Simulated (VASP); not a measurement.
# MgO (Periclase) (Fm-3m) in VASP: a series of runs

Runs on MgO (Periclase). Level: PBE. Tasks: single point.

All numbers are computed with VASP 6.6.1; they aren't measurements. Logs are shortened: lines on timing, memory, paths and dates and some standing lists are left out, and cuts for length are marked.

**The experiment to reproduce.**

“Electronic structure of alkaline earth and post-transition metal oxides”, 2009, arxiv:0908.1581 quotes, for a bulk crystal of MgO: band gap 7.83 eV.

The runs below are set against these values where they give the same quantity.

**1. The cell of the first run**

The structure is cubic, space group Fm-3m (No. 225). The conventional cell has a = 4.071 Å, b = 4.071 Å, c = 4.071 Å, α = 90.00°, β = 90.00°, γ = 90.00°. Mg (site symmetry m-3m) has 6 O at 2.04 Å within 2.7 Å. Within 2.7 Å of O (site symmetry m-3m) lie 6 Mg at 2.04 Å.

**2. Single point, PBE**

INCAR reads:

```
SYSTEM = MgO
PREC = Accurate ; ENCUT = 600
EDIFF = 1E-6 ; ISMEAR = 0
SIGMA = 0.01 ; LREAL = .FALSE.
LASPH = .TRUE. ; NELM = 120
ALGO = Normal ; ISIF = 2
LWAVE = .FALSE. ; LCHARG = .FALSE.
GGA = PE ; NBANDS = 11
GGA_COMPAT = .FALSE.
```

KPOINTS reads:

```
regular mesh
0
G
  8 8 8
  0 0 0
```

POSCAR reads:

```
MgO
1.0
    0.0000000000      2.0357343674      2.0357343674
    2.0357343674      0.0000000000      2.0357343674
    2.0357343674      2.0357343674      0.0000000000
Mg O
1 1
Direct
    0.0000000000      0.0000000000      0.0000000000
    0.5000000000      0.5000000000      0.5000000000
```

Potentials or basis: VASP PAW PBE potentials, release 64 (Mg, O).

Started as:

```sh
cat potpaw_PBE.64/Mg/POTCAR potpaw_PBE.64/O/POTCAR > POTCAR
mpirun -np 1 vasp_std > vasp.out
```

OUTCAR:

```text
SYSTEM = MgO
   PREC = Accurate
   ENCUT = 600
   EDIFF = 1E-6
   ISMEAR = 0
   LREAL = .FALSE.
   LASPH = .TRUE.
   NELM = 120
   ISIF = 2
   GGA = PE

 ion  position               nearest neighbor table
   1  0.000  0.000  0.000-   2 2.04   2 2.04   2 2.04   2 2.04   2 2.04   2 2.04
   2  0.500  0.500  0.500-   1 2.04   1 2.04   1 2.04   1 2.04   1 2.04   1 2.04

  LATTYP: Found a face centered cubic cell.
 ALAT       =     4.0714687348

  Lattice vectors:

 A1 = (   0.0000000000,   2.0357343674,   2.0357343674)
 A2 = (   2.0357343674,   0.0000000000,   2.0357343674)
 A3 = (   2.0357343674,   2.0357343674,   0.0000000000)

Analysis of symmetry for initial positions (statically):
=====================================================================
 Subroutine PRICEL returns:
 Original cell was already a primitive cell.

 Routine SETGRP: Setting up the symmetry group for a
 face centered cubic supercell.

 Subroutine GETGRP returns: Found 48 space group operations
 (whereof 48 operations were pure point group operations)
 out of a pool of 48 trial point group operations.

The static configuration has the point symmetry O_h .

Analysis of symmetry for dynamics (positions and initial velocities):
=====================================================================
 Subroutine PRICEL returns:
 Original cell was already a primitive cell.

 Routine SETGRP: Setting up the symmetry group for a
 face centered cubic supercell.

 Subroutine GETGRP returns: Found 48 space group operations
 (whereof 48 operations were pure point group operations)
 out of a pool of 48 trial point group operations.

The dynamic configuration has the point symmetry O_h .

 Subroutine INISYM returns: Found 48 space group operations
 (whereof 48 operations are pure point group operations),
 and found     1 'primitive' translations

----------------------------------------------------------------------------------------

                                     Primitive cell

  volume of cell :      16.8730

  direct lattice vectors                    reciprocal lattice vectors
     0.000000000  2.035734367  2.035734367    -0.245611612  0.245611612  0.245611612
     2.035734367  0.000000000  2.035734367     0.245611612 -0.245611612  0.245611612
     2.035734367  2.035734367  0.000000000     0.245611612  0.245611612 -0.245611612

  length of vectors
     2.878963152  2.878963152  2.878963152     0.425411791  0.425411791  0.425411791

  position of ions in fractional coordinates (direct lattice)
     0.000000000  0.000000000  0.000000000
     0.500000000  0.500000000  0.500000000

  ion indices of the primitive-cell ions
   primitive index   ion index
                 1           1
                 2           2

----------------------------------------------------------------------------------------

 KPOINTS: regular mesh

Automatic generation of k-mesh.
 Grid dimensions read from file:
 generate k-points for:    8    8    8

 Generating k-lattice:

  Cartesian coordinates                     Fractional coordinates (reciprocal lattice)
    -0.030701452  0.030701452  0.030701452     0.125000000  0.000000000  0.000000000
     0.030701452 -0.030701452  0.030701452     0.000000000  0.125000000  0.000000000
     0.030701452  0.030701452 -0.030701452     0.000000000  0.000000000  0.125000000

  Length of vectors
     0.053176474  0.053176474  0.053176474

  Shift w.r.t. Gamma in fractional coordinates (k-lattice)
     0.000000000  0.000000000  0.000000000

 Subroutine IBZKPT returns following result:
 ===========================================

 Found     29 irreducible k-points:

 Following reciprocal coordinates:
            Coordinates               Weight
  0.000000  0.000000  0.000000      1.000000
  0.125000  0.000000  0.000000      8.000000
  0.250000  0.000000  0.000000      8.000000
  0.375000  0.000000  0.000000      8.000000
  0.500000  0.000000  0.000000      4.000000
  0.125000  0.125000  0.000000      6.000000
[... 16 lines left out ...]
  0.500000  0.250000  0.125000     48.000000
 -0.375000  0.250000  0.125000     24.000000
 [... further k-points ...]
   k-points           NKPTS =     29   k-points in BZ     NKDIM =     29   number of bands    NBANDS=     11
   number of dos      NEDOS =    301   number of ions     NIONS =      2
   total plane-waves  NPLWV =  13824
   dimension x,y,z NGX =    24 NGY =   24 NGZ =   24
   dimension x,y,z NGXF=    48 NGYF=   48 NGZF=   48
   ions per type =               1   1
   NGX,Y,Z   is equivalent  to a cutoff of  13.86, 13.86, 13.86 a.u.
   NGXF,Y,Z  is equivalent  to a cutoff of  27.72, 27.72, 27.72 a.u.
 SYSTEM =  MgO
   PREC   = accura    normal or accurate (medium, high low for compatibility)
   ISTART =      0    job   : 0-new  1-cont  2-samecut
   ICHARG =      2    charge: 1-file 2-atom 10-const
   ISPIN  =      1    spin polarized calculation?
   LNONCOLLINEAR =      F non collinear calculations
   LSORBIT =      F    spin-orbit coupling
   LASPH  =      T    aspherical Exc in radial PAW
   ENCUT  =  600.0 eV  44.10 Ry    6.64 a.u.   5.75  5.75  5.75*2*pi/ulx,y,z
   NELM   =    120;   NELMIN=  2; NELMDL= -5     # of ELM steps
   EDIFF  = 0.1E-05   stopping-criterion for ELM
   LREAL  =      F    real-space projection
   EDIFFG = 0.1E-04   stopping-criterion for IOM
   NSW    =      0    number of steps for IOM
   IBRION =     -1    ionic relax: 0-MD 1-quasi-New 2-CG
   NFREE  =      0    steps in history (QN), initial steepest desc. (CG)
   ISIF   =      2    stress and relaxation
   ISYM   =      2    0-nonsym 1-usesym 2-fastsym
   POTIM  = 0.5000    time-step for ionic-motion
   TEBEG  =    0.0;   TEEND  =   0.0 temperature during run
   PSTRESS=    0.0 pullay stress
   NELECT =       8.0000    total number of electrons
   NUPDOWN=      -1.0000    fix difference up-down
   EMIN   =  10.00;   EMAX   =-10.00  energy-range for DOS
   EFERMI =   0.00;   METHOD = LEGACY
   ISMEAR =     0;   SIGMA  =   0.01  broadening in eV -4-tet -1-fermi 0-gaus
   EFERMI_NEDOS =   21; number of points for ismear=-14 and -15
   IALGO  =     38    algorithm
   IMIX   =      4    mixing-type and parameters
     AMIX     =   0.40;   BMIX     =  1.00
     AMIX_MAG =   1.60;   BMIX_MAG =  1.00
  volume/ion in A,a.u.               =       8.44        56.93
  Fermi-wavevector in a.u.,A,eV,Ry     =   1.276558  2.412344 22.172042  1.629599
  Thomas-Fermi vector in A             =   2.409207
   LORBIT       =      0    0 simple, 1 ext, 2 COOP (PROOUT), +10 PAW based schemes
   GGA     = PE    functional components
   LHFCALC =     F    Hartree Fock is set to
   AEXX    =    0.0000 exact exchange contribution
   IVDW    =     0    specifies the selected vdW correction
   LEPSILON=     F    determine dielectric tensor
   LRPA    =     F    only Hartree local field effects (RPA)
 non-spin polarized calculation
 Gauss-broadening in eV      SIGMA  =   0.01
  energy-cutoff  :      600.00
  volume of cell :       16.87
 maximum number of plane-waves:       588
   NGX = 11   NGY = 11   NGZ = 11

 number of electron       7.9999998 magnetization

 Free energy of the ion-electron system (eV)
  ---------------------------------------------------
  ext. energy  EPLUGINS =         0.00000000
  ---------------------------------------------------
  free energy    TOTEN  =       -11.75312084 eV

  energy without entropy =      -11.75312084  energy(sigma->0) =      -11.75312084

 E-fermi :   4.0486     XC(G=0): -11.5713

 val. band max:        3.9939979838   @ k =   0.0000   0.0000   0.0000
 cond. band min:       9.7783716889   @ k =   0.0000   0.0000   0.0000
 fundamental gap:      5.7843737051
 Fermi energy:         4.0485501822

 k-point     1 :       0.0000    0.0000    0.0000
  band No.  band energies     occupation
      1     -13.8247      2.00000
      2       3.9940      2.00000
      3       3.9940      2.00000
      4       3.9940      2.00000
      5       9.7784      0.00000
      6      20.3686      0.00000
      7      20.3686      0.00000
      8      20.3686      0.00000
      9      24.5622      0.00000
     10      26.4609      0.00000
     11      26.4609      0.00000

 k-point     2 :       0.1250    0.0000    0.0000
  band No.  band energies     occupation
      1     -13.6309      2.00000
      2       2.9998      2.00000
      3       3.8705      2.00000
      4       3.8705      2.00000
      5      10.6778      0.00000
      6      18.6554      0.00000
      7      20.7899      0.00000
      8      20.7899      0.00000
      9      25.6580      0.00000
     10      25.6580      0.00000
     11      27.0515      0.00000

 k-point     3 :       0.2500    0.0000    0.0000
  band No.  band energies     occupation
      1     -13.1223      2.00000
      2       1.1349      2.00000
      3       3.5873      2.00000
      4       3.5873      2.00000
      5      12.0610      0.00000
      6      17.2326      0.00000
      7      21.4930      0.00000
      8      21.4930      0.00000
      9      25.2817      0.00000
     10      25.2817      0.00000
     11      27.7309      0.00000

 k-point     4 :       0.3750    0.0000    0.0000
  band No.  band energies     occupation
      1     -12.5377      2.00000
      2      -0.4570      2.00000
      3       3.3222      2.00000
      4       3.3222      2.00000
      5      12.5593      0.00000
      6      17.3886      0.00000
      7      21.5068      0.00000
      8      21.5068      0.00000
      9      26.6486      0.00000
     10      26.6486      0.00000
     11      26.8672      0.00000
[... 239 lines left out ...]
 k-point    22 :       0.3750    0.2500    0.1250
  band No.  band energies     occupation
      1     -12.7579      2.00000
      2       0.7293      2.00000
      3       2.6969      2.00000
      4       3.2803      2.00000
      5      13.5624      0.00000
      6      15.8999      0.00000
      7      20.2569      0.00000
      8      22.7706      0.00000
      9      23.0727      0.00000
     10      27.6646      0.00000
     11      31.6325      0.00000

 k-point    23 :       0.5000    0.2500    0.1250
  band No.  band energies     occupation
      1     -12.2971      2.00000
      2      -0.0713      2.00000
      3       2.0527      2.00000
      4       2.9944      2.00000
      5      14.3645      0.00000
      6      16.3862      0.00000
      7      19.0979      0.00000
      8      22.4239      0.00000
      9      24.8273      0.00000
     10      27.7669      0.00000
     11      31.7663      0.00000

 k-point    24 :      -0.3750    0.2500    0.1250
  band No.  band energies     occupation
      1     -12.0893      2.00000
      2      -0.4207      2.00000
      3       1.8220      2.00000
      4       2.8624      2.00000
      5      14.4071      0.00000
      6      17.1491      0.00000
      7      18.6623      0.00000
      8      22.1851      0.00000
      9      25.7623      0.00000
     10      27.4783      0.00000
     11      31.8536      0.00000

 [... further k-points ...]

------------------------ aborting loop because EDIFF is reached ----------------------------------------

  FORCE on cell =-STRESS in cart. coord.  units (eV):
  Direction    XX          YY          ZZ          XY          YZ          ZX
  --------------------------------------------------------------------------------------
  -------------------------------------------------------------------------------------
  Total        2.6010523      2.6010523      2.6010523     -0.0000000      0.0000000      0.0000000
  in kB      246.9825970    246.9825970    246.9825970     -0.0000000      0.0000000      0.0000000
  external PRESSURE =     246.9825970 kB  Pullay stress =       0.0000000 kB

 VOLUME and BASIS-vectors are now :
 -----------------------------------------------------------------------------
  energy-cutoff  :      600.00
  volume of cell :       16.87
      direct lattice vectors                 reciprocal lattice vectors
     0.000000000  2.035734367  2.035734367    -0.245611612  0.245611612  0.245611612
     2.035734367  0.000000000  2.035734367     0.245611612 -0.245611612  0.245611612
     2.035734367  2.035734367  0.000000000     0.245611612  0.245611612 -0.245611612

 POSITION                                       TOTAL-FORCE (eV/Angst)
 -----------------------------------------------------------------------------------
      0.00000      0.00000      0.00000        -0.000000     -0.000000      0.000000
      2.03573      2.03573      2.03573         0.000000      0.000000      0.000000
 -----------------------------------------------------------------------------------
    total drift:                               -0.000000     -0.000000      0.000000

  FREE ENERGIE OF THE ION-ELECTRON SYSTEM (eV)
  ---------------------------------------------------
  free  energy   TOTEN  =       -11.7531208420 eV

  energy  without entropy=      -11.7531208420  energy(sigma->0) =      -11.75312084
```

Wall time 10 s (1 thread of AMD EPYC 7R13, shared host); peak memory 0.11 GiB.

Results:

```
Free energy            : -11.7531 eV
Pressure               : 24.7 GPa
Band gap on the k mesh : 5.78 eV, direct
```

Levels at points of the mesh, in eV from the valence-band top:
| k point | band 1 | band 2 | band 3 | band 4 | band 5 | band 6 | band 7 | band 8 |
| --- | --- | --- | --- | --- | --- | --- | --- | --- |
| (0.00, 0.00, 0.00) | -17.82 | 0.00 | 0.00 | 0.00 | 5.78 | 16.37 | 16.37 | 16.37 |
| (0.50, 0.00, 0.00) | -16.26 | -5.08 | -0.78 | -0.78 | 8.57 | 13.79 | 17.39 | 17.39 |
| (0.50, 0.50, 0.00) | -15.97 | -4.52 | -1.50 | -1.50 | 9.22 | 11.13 | 14.22 | 20.59 |

As with any semilocal functional, this PBE gap is likely too small.

[end of part 1 of 2]
